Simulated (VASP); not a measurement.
# CoO (R-3m) in VASP: single point with PBE

Aim: the single point of CoO with PBE.

Program: VASP 6.6.1. These are calculated values, not measurements. Logs are shortened: lines on timing, memory, paths and dates and some standing lists are left out, and cuts for length are marked.

### Step 1. The cell of the first run

The structure is trigonal, space group R-3m (No. 166). Conventional cell: a = 3.183 Å, b = 3.183 Å, c = 6.895 Å, α = 90.00°, β = 90.00°, γ = 120.00°. Co (site symmetry -3m) has 6 O at 2.17 Å and 6 Co at 2.94 Å within 3.0 Å. O (site symmetry -3m) has 6 Co at 2.17 Å and 6 O at 2.94 Å within 3.0 Å.

### Step 2. Single point, PBE, collinear spin, ferromagnetic start (strain +0.030 along x and y, +0.000 along z)

Contents of INCAR:

```
SYSTEM = CoO
PREC = Accurate ; ENCUT = 520
EDIFF = 1E-6 ; ISMEAR = 0
SIGMA = 0.15 ; LREAL = .FALSE.
LASPH = .TRUE. ; NELM = 150
ALGO = Normal ; ISIF = 2
LWAVE = .FALSE. ; LCHARG = .FALSE.
ISPIN = 2 ; MAGMOM = 2.7 0.34
LORBIT = 11 ; LMAXMIX = 4
GGA = PE ; NBANDS = 18
```

Contents of KPOINTS:

```
regular mesh
0
G
  24 24 24
  0 0 0
```

Contents of POSCAR:

```
CoO
1.0
    1.5917036659      0.9189705399      2.2984937063
   -1.5917036659      0.9189705399      2.2984937063
    0.0000000000     -1.8379410799      2.2984937063
Co O
1 1
Direct
    0.0000000000      0.0000000000      0.0000000000
    0.5000000000      0.5000000000      0.5000000000
```

Potentials or basis: VASP PAW PBE potentials, release 64 (Co, O).

Command:

```sh
$ cat potpaw_PBE.64/Co/POTCAR potpaw_PBE.64/O/POTCAR > POTCAR
$ mpirun -np 1 vasp_std > vasp.out
```

OUTCAR:

```text
SYSTEM = CoO
   PREC = Accurate
   ENCUT = 520
   EDIFF = 1E-6
   ISMEAR = 0
   LREAL = .FALSE.
   LASPH = .TRUE.
   NELM = 150
   ISIF = 2
   ISPIN = 2
   LORBIT = 11
   GGA = PE

 ion  position               nearest neighbor table
   1  0.000  0.000  0.000-   2 2.17   2 2.17   2 2.17   2 2.17   2 2.17   2 2.17
   2  0.500  0.500  0.500-   1 2.17   1 2.17   1 2.17   1 2.17   1 2.17   1 2.17

  LATTYP: Found a trigonal (rhomboedric) cell.
 ALAT       =     2.9429748098
 COS(alpha) =     0.4149656865

  Lattice vectors:

 A1 = (   1.5917036659,   0.9189705399,   2.2984937063)
 A2 = (  -1.5917036659,   0.9189705399,   2.2984937063)
 A3 = (   0.0000000000,  -1.8379410799,   2.2984937063)

Analysis of symmetry for initial positions (statically):
=====================================================================
 Subroutine PRICEL returns:
 Original cell was already a primitive cell.

 Routine SETGRP: Setting up the symmetry group for a
 trigonal (rhombohedral) supercell.

 Subroutine GETGRP returns: Found 12 space group operations
 (whereof 12 operations were pure point group operations)
 out of a pool of 12 trial point group operations.

The static configuration has the point symmetry D_3d.

Analysis of symmetry for dynamics (positions and initial velocities):
=====================================================================
 Subroutine PRICEL returns:
 Original cell was already a primitive cell.

 Routine SETGRP: Setting up the symmetry group for a
 trigonal (rhombohedral) supercell.

 Subroutine GETGRP returns: Found 12 space group operations
 (whereof 12 operations were pure point group operations)
 out of a pool of 12 trial point group operations.

The dynamic configuration has the point symmetry D_3d.

Analysis of structural, dynamic, and magnetic symmetry:
=====================================================================
 Subroutine PRICEL returns:
 Original cell was already a primitive cell.

 Routine SETGRP: Setting up the symmetry group for a
 trigonal (rhombohedral) supercell.

 Subroutine GETGRP returns: Found 12 space group operations
 (whereof 12 operations were pure point group operations)
 out of a pool of 12 trial point group operations.

The overall configuration has the point symmetry D_3d.

 Subroutine INISYM returns: Found 12 space group operations
 (whereof 12 operations are pure point group operations),
 and found     1 'primitive' translations

----------------------------------------------------------------------------------------

                                     Primitive cell

  volume of cell :      20.1724

  direct lattice vectors                    reciprocal lattice vectors
     1.591703666  0.918970540  2.298493706     0.314128824  0.181362361  0.145022513
    -1.591703666  0.918970540  2.298493706    -0.314128824  0.181362361  0.145022513
     0.000000000 -1.837941080  2.298493706     0.000000000 -0.362724722  0.145022513

  length of vectors
     2.942974810  2.942974810  2.942974810     0.390641463  0.390641463  0.390641463

  position of ions in fractional coordinates (direct lattice)
     0.000000000  0.000000000  0.000000000
     0.500000000  0.500000000  0.500000000

  ion indices of the primitive-cell ions
   primitive index   ion index
                 1           1
                 2           2

----------------------------------------------------------------------------------------

 KPOINTS: regular mesh

Automatic generation of k-mesh.
 Grid dimensions read from file:
 generate k-points for:   24   24   24

 Generating k-lattice:

  Cartesian coordinates                     Fractional coordinates (reciprocal lattice)
     0.013088701  0.007556765  0.006042605     0.041666667  0.000000000  0.000000000
    -0.013088701  0.007556765  0.006042605     0.000000000  0.041666667  0.000000000
     0.000000000 -0.015113530  0.006042605     0.000000000  0.000000000  0.041666667

  Length of vectors
     0.016276728  0.016276728  0.016276728

  Shift w.r.t. Gamma in fractional coordinates (k-lattice)
     0.000000000  0.000000000  0.000000000

 Subroutine IBZKPT returns following result:
 ===========================================

 Found   1313 irreducible k-points:

 Following reciprocal coordinates:
            Coordinates               Weight
  0.000000  0.000000  0.000000      1.000000
  0.041667  0.000000  0.000000      6.000000
  0.083333 -0.000000 -0.000000      6.000000
  0.125000  0.000000  0.000000      6.000000
  0.166667  0.000000  0.000000      6.000000
  0.208333 -0.000000  0.000000      6.000000
[... 16 lines left out ...]
  0.416667  0.041667  0.000000     12.000000
  0.458333  0.041667 -0.000000     12.000000
 [... further k-points ...]
   k-points           NKPTS =   1313   k-points in BZ     NKDIM =   1313   number of bands    NBANDS=     18
   number of dos      NEDOS =    301   number of ions     NIONS =      2
   total plane-waves  NPLWV =  13824
   dimension x,y,z NGX =    24 NGY =   24 NGZ =   24
   dimension x,y,z NGXF=    48 NGYF=   48 NGZF=   48
   ions per type =               1   1
   NGX,Y,Z   is equivalent  to a cutoff of  13.56, 13.56, 13.56 a.u.
   NGXF,Y,Z  is equivalent  to a cutoff of  27.11, 27.11, 27.11 a.u.
 SYSTEM =  CoO
   PREC   = accura    normal or accurate (medium, high low for compatibility)
   ISTART =      0    job   : 0-new  1-cont  2-samecut
   ICHARG =      2    charge: 1-file 2-atom 10-const
   ISPIN  =      2    spin polarized calculation?
   LNONCOLLINEAR =      F non collinear calculations
   LSORBIT =      F    spin-orbit coupling
   LASPH  =      T    aspherical Exc in radial PAW
   ENCUT  =  520.0 eV  38.22 Ry    6.18 a.u.   5.47  5.47  5.47*2*pi/ulx,y,z
   NELM   =    150;   NELMIN=  2; NELMDL= -5     # of ELM steps
   EDIFF  = 0.1E-05   stopping-criterion for ELM
   LREAL  =      F    real-space projection
   EDIFFG = 0.1E-04   stopping-criterion for IOM
   NSW    =      0    number of steps for IOM
   IBRION =     -1    ionic relax: 0-MD 1-quasi-New 2-CG
   NFREE  =      0    steps in history (QN), initial steepest desc. (CG)
   ISIF   =      2    stress and relaxation
   ISYM   =      2    0-nonsym 1-usesym 2-fastsym
   POTIM  = 0.5000    time-step for ionic-motion
   TEBEG  =    0.0;   TEEND  =   0.0 temperature during run
   PSTRESS=    0.0 pullay stress
   NELECT =      15.0000    total number of electrons
   NUPDOWN=      -1.0000    fix difference up-down
   EMIN   =  10.00;   EMAX   =-10.00  energy-range for DOS
   EFERMI =   0.00;   METHOD = LEGACY
   ISMEAR =     0;   SIGMA  =   0.15  broadening in eV -4-tet -1-fermi 0-gaus
   EFERMI_NEDOS =   21; number of points for ismear=-14 and -15
   IALGO  =     38    algorithm
   IMIX   =      4    mixing-type and parameters
     AMIX     =   0.40;   BMIX     =  1.00
     AMIX_MAG =   1.60;   BMIX_MAG =  1.00
  volume/ion in A,a.u.               =      10.09        68.07
  Fermi-wavevector in a.u.,A,eV,Ry     =   1.483152  2.802752 29.929296  2.199741
  Thomas-Fermi vector in A             =   2.596850
   LORBIT       =     11    0 simple, 1 ext, 2 COOP (PROOUT), +10 PAW based schemes
   GGA     = PE    functional components
   LHFCALC =     F    Hartree Fock is set to
   AEXX    =    0.0000 exact exchange contribution
   IVDW    =     0    specifies the selected vdW correction
   LEPSILON=     F    determine dielectric tensor
   LRPA    =     F    only Hartree local field effects (RPA)
 spin polarized calculation
 Gauss-broadening in eV      SIGMA  =   0.15
  energy-cutoff  :      520.00
  volume of cell :       20.17
 maximum number of plane-waves:       558
 NGX is ok and might be reduce to    24
   NGX = 11   NGY = 11   NGZ = 11

 number of electron      14.9999998 magnetization       2.9404943

 Free energy of the ion-electron system (eV)
  ---------------------------------------------------
  ext. energy  EPLUGINS =         0.00000000
  ---------------------------------------------------
  free energy    TOTEN  =       -13.02890287 eV

  energy without entropy =      -12.99417718  energy(sigma->0) =      -13.01154002

 E-fermi :   7.2220     XC(G=0): -12.1762

 val. band max:        7.2212731485   @ k =  -0.4583   0.3750   0.0417
 cond. band min:       7.2220787151   @ k =   0.3333   0.1667   0.0833
 fundamental gap:      0.0008055666
 Fermi energy:         7.2219815382

 spin component 1

 k-point     1 :       0.0000    0.0000    0.0000
  band No.  band energies     occupation
      1     -12.4761      1.00000
      2       3.8990      1.00000
      3       3.8990      1.00000
      4       4.1542      1.00000
      5       4.1542      1.00000
      6       4.1948      1.00000
[... 10 lines left out ...]
     17      30.2071      0.00000
     18      31.8876      0.00000
[... 463 lines left out ...]
 k-point    24 :       0.4583    0.0417   -0.0000
  band No.  band energies     occupation
      1     -11.4474      1.00000
      2      -0.3914      1.00000
      3       1.4709      1.00000
      4       2.1286      1.00000
      5       4.6027      1.00000
      6       4.9091      1.00000
[... 10 lines left out ...]
     17      32.3466      0.00000
     18      33.5130      0.00000

 [... further k-points ...]

 spin component 2

 k-point     1 :       0.0000    0.0000    0.0000
  band No.  band energies     occupation
      1     -11.9594      1.00000
      2       4.7470      1.00000
      3       4.7470      1.00000
      4       5.4410      1.00000
      5       6.0575      1.00000
      6       6.0575      1.00000
[... 10 lines left out ...]
     17      31.1473      0.00000
     18      32.6754      0.00000
[... 463 lines left out ...]
 k-point    24 :       0.4583    0.0417   -0.0000
  band No.  band energies     occupation
      1     -10.8942      1.00000
      2       0.1645      1.00000
      3       2.9046      1.00000
      4       3.6109      1.00000
      5       6.8116      0.99995
      6       6.9019      0.99873
[... 10 lines left out ...]
     17      32.8230      0.00000
     18      34.0064      0.00000

 [... further k-points ...]

------------------------ aborting loop because EDIFF is reached ----------------------------------------

  FORCE on cell =-STRESS in cart. coord.  units (eV):
  Direction    XX          YY          ZZ          XY          YZ          ZX
  --------------------------------------------------------------------------------------
  -------------------------------------------------------------------------------------
  Total       -1.4936366     -1.4936366     -0.8853459     -0.0000000      0.0000000      0.0000000
  in kB     -118.6307207   -118.6307207    -70.3177844     -0.0000000      0.0000000      0.0000000
  external PRESSURE =    -102.5264086 kB  Pullay stress =       0.0000000 kB

 VOLUME and BASIS-vectors are now :
 -----------------------------------------------------------------------------
  energy-cutoff  :      520.00
  volume of cell :       20.17
      direct lattice vectors                 reciprocal lattice vectors
     1.591703666  0.918970540  2.298493706     0.314128824  0.181362361  0.145022513
    -1.591703666  0.918970540  2.298493706    -0.314128824  0.181362361  0.145022513
     0.000000000 -1.837941080  2.298493706     0.000000000 -0.362724722  0.145022513

 POSITION                                       TOTAL-FORCE (eV/Angst)
 -----------------------------------------------------------------------------------
      0.00000      0.00000      0.00000         0.000000     -0.000000     -0.000000
      0.00000     -0.00000      3.44774        -0.000000      0.000000      0.000000
 -----------------------------------------------------------------------------------
    total drift:                               -0.000000      0.000000     -0.000000

  FREE ENERGIE OF THE ION-ELECTRON SYSTEM (eV)
  ---------------------------------------------------
  free  energy   TOTEN  =       -13.0289028670 eV

  energy  without entropy=      -12.9941771761  energy(sigma->0) =      -13.01154002

 total charge

# of ion       s       p       d       tot
------------------------------------------
    1        0.284   0.326   7.109   7.719
    2        1.557   3.396   0.000   4.953
--------------------------------------------------
tot          1.841   3.722   7.109  12.672

 magnetization (x)

# of ion       s       p       d       tot
------------------------------------------
    1        0.019   0.016   2.544   2.579
    2        0.027   0.281   0.000   0.308
--------------------------------------------------
tot          0.045   0.298   2.544   2.887
```

Wall time 24 min (1 thread of Oxide Virtual Turin-like, shared host); peak memory 0.72 GiB.

Results:

| Item | Value |
| --- | --- |
| Free energy | -13.0289 eV |
| Pressure | -10.3 GPa |
| Net moment | 2.94 μB per cell |
| Site moments | Co +2.58; O +0.31 μB |
| Valence electrons inside the program's atomic spheres | Co 7.72; O 4.95 |

Stress tensor (GPa, compression positive):
```
-11.86   0.00   0.00
  0.00 -11.86   0.00
  0.00   0.00  -7.03
```

Caveat: the cell differs from its parent crystal (strain +0.030 along x and y, +0.000 along z); the cell stands under tension; a cell with one magnetic atom can't hold antiferromagnetic order, which such compounds often take; semilocal functionals often make such compounds metallic where correlation or magnetic order opens a gap, which also shifts bond lengths.
